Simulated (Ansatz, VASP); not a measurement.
## MnS in VASP and in Ansatz

File INCAR:

```
  PREC = Accurate
  ENCUT = 520
  EDIFF = 1E-7
  ISMEAR = 0
  SIGMA = 0.05
  LREAL = F
  LASPH = T
  NELM = 150
  ALGO = Normal
  ISIF = 2
  LWAVE = F
  LCHARG = T
  ISPIN = 2
  MAGMOM = 4.75 0.08
  LORBIT = 11
  LMAXMIX = 4
  LDAU = T
  LDAUTYPE = 2
  LDAUL = 2 -1
  LDAUU = 3 0
  LDAUJ = 0 0
  LDAUPRINT = 1
  GGA = PE
  LELF = T
  LVHAR = T
  NBANDS = 20
```

File KPOINTS:

```
Automatic mesh
0
Gamma
  6 6 6
```

Contents of POSCAR:

```
MnS
1.0
    0.0000000000      2.8000000000      2.8000000000
    2.8000000000      0.0000000000      2.8000000000
    2.8000000000      2.8000000000      0.0000000000
Mn S
1 1
Direct
    0.0000000000      0.0000000000      0.0000000000
    0.7500000000      0.7500000000      0.7500000000
```

Input for Ansatz:

```yaml
crystal:
  lattice:
    - [0.0, 2.8, 2.8]
    - [2.8, 0.0, 2.8]
    - [2.8, 2.8, 0.0]
  atoms:
    - { symbol: Mn, position: [0.0, 0.0, 0.0], spin: 5.0 }
    - { symbol: S, position: [0.75, 0.75, 0.75] }
basis:
  ecutwfc: 420
  ecutrho_ratio: 4
kpoints:
  mp_grid: { grid: [6, 6, 6] }
hamiltonian:
  xc: pbe
  hubbard:
    sites:
      - { site: 0, l: d, u_eff: 3.0, starting_ns: [{ spin: up, occupation_matrix: s0up }, { spin: down, occupation_matrix: s0down }] }
    occupation_matrices:
      s0up:
        matrix:
          - [0.97, 0.0, 0.0, 0.0, 0.0]
          - [0.0, 0.97, 0.0, 0.0, 0.0]
          - [0.0, 0.0, 0.97, 0.0, 0.0]
          - [0.0, 0.0, 0.0, 0.97, 0.0]
          - [0.0, 0.0, 0.0, 0.0, 0.97]
      s0down:
        matrix:
          - [0.02, 0.0, 0.0, 0.0, 0.0]
          - [0.0, 0.02, 0.0, 0.0, 0.0]
          - [0.0, 0.0, 0.02, 0.0, 0.0]
          - [0.0, 0.0, 0.0, 0.02, 0.0]
          - [0.0, 0.0, 0.0, 0.0, 0.02]
    ns_hold: { iters: 10 }
scf:
  occupations: { method: gaussian, width: 0.05 }
  lower_state_search: "off"
  max_iter: 150
output:
  forces: true
  stress: true
  eigenvalues: true
  populations: true
  hubbard: { sites: [{ site: 0, l: d }] }
  write_density: true
  write_potential: true
  elf: true
  volumetric_format: npy
magnetization:
  spin_polarized: true
```

Alike in both runs: task single point; functional PBE; k mesh 6 × 6 × 6; occupations gaussian, width 0.05 eV; collinear spin; Hubbard terms Mn d U = 3.0 eV.

```csv
,VASP,Ansatz
version,VASP 6.6.1,Ansatz 0.2.0
potentials or method,"VASP PAW PBE potentials, release 64 (Mn_pv, S), cutoff 520 eV","scalar-relativistic, plane waves, PAW"
valence electrons in the cell,19,21
```

|  | VASP | Ansatz | Ansatz less VASP |
| --- | --- | --- | --- |
| gap on the k mesh at the Fermi level (eV) | 0.85 | 1.03 | +0.180 |
| least direct gap on the mesh (eV) | 1.21 | 1.17 | -0.037 |
| pressure (GPa) | 4.5 | 4.5 | -0.04 |
| net moment per atom (μB) | 2.50 | 2.50 | 0.000 |
| size of the moment on the site where the two differ most (μB) | 4.53 | 4.32 | -0.211 |

Site moments also hang on the region over which each program counts them. The programs project onto different local orbitals, so the same U acts differently, and such runs can settle in different states. VASP's potentials hold 19 valence electrons a cell and Ansatz's 21, so a difference there can come from the potentials and not from the codes.
